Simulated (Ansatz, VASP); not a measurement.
**Two plane-wave programs on InAs2**

File INCAR:

```
SYSTEM = InAs2
PREC = Accurate
ENCUT = 600
EDIFF = 1E-7
ISMEAR = 0
SIGMA = 0.1
LREAL = .False.
LASPH = .True.
NELM = 60
ALGO = Normal
ISIF = 3
LWAVE = .False.
LCHARG = .False.
GGA = PE
IBRION = 2
NSW = 100
EDIFFG = -0.01
```

KPOINTS

```
regular mesh
0
Gamma
  12 12 10
  0 0 0
```

Contents of POSCAR:

```
InAs2
1.0
    3.8662703966      0.0000000000      0.0000000000
   -1.9331351983      3.3482883814      0.0000000000
    0.0000000000      0.0000000000      5.4074656172
In As
1 2
Direct
    0.0000000000      0.0000000000      0.5000000000
    0.3333333333      0.6666666667      0.1337985407
    0.6666666667      0.3333333333      0.8662014593
```

Input for Ansatz:

```yaml
crystal:
  lattice:
    - [3.8662703966, 0.0, 0.0]
    - [-1.9331351983, 3.3482883814, 0.0]
    - [0.0, 0.0, 5.4074656172]
  atoms:
    - { symbol: In, position: [0.0, 0.0, 0.5] }
    - { symbol: As, position: [0.3333333333, 0.6666666667, 0.1337985407] }
    - { symbol: As, position: [0.6666666667, 0.3333333333, 0.8662014593] }
basis:
  ecutwfc: 420
kpoints:
  mp_grid: { grid: [12, 12, 10] }
hamiltonian:
  xc: pbe
scf:
  occupations: { method: gaussian, width: 0.1 }
output:
  forces: true
  stress: true
  eigenvalues: true
relax:
  adjacent_minimum: "off"
  f_tol: 0.01
  max_steps: 80
  cell: { stress_tol: 0.05 }
```

Change from the starting cell: species swapped into the CrTe2 type (P-3m1, No. 164).

Alike in both runs: task relaxation of cell and atoms; functional PBE; k mesh 12 × 12 × 10; occupations gaussian, width 0.1 eV; no spin polarisation.

|  | VASP | Ansatz |
| --- | --- | --- |
| version | VASP 6.6.1 | Ansatz 0.2.0 |
| potentials or method | VASP PAW PBE potentials, release 64 (In_d, As), cutoff 600 eV | scalar-relativistic, plane waves, PAW |
| valence electrons in the cell | 23 | 43 |

```csv
,VASP,Ansatz,Ansatz less VASP
"gap on the k mesh at the Fermi level, each at its own relaxed structure (eV)",none,none,-
relaxed volume (Å³/atom),23.63,23.58,-0.050
relaxed cell length with the largest relative difference (Å),3.870,3.865,-0.0046
```

A gap of «none» marks a metal or a gap that the smearing closes. VASP's potentials hold 23 valence electrons a cell and Ansatz's 43, so a difference there can come from the potentials and not from the codes.
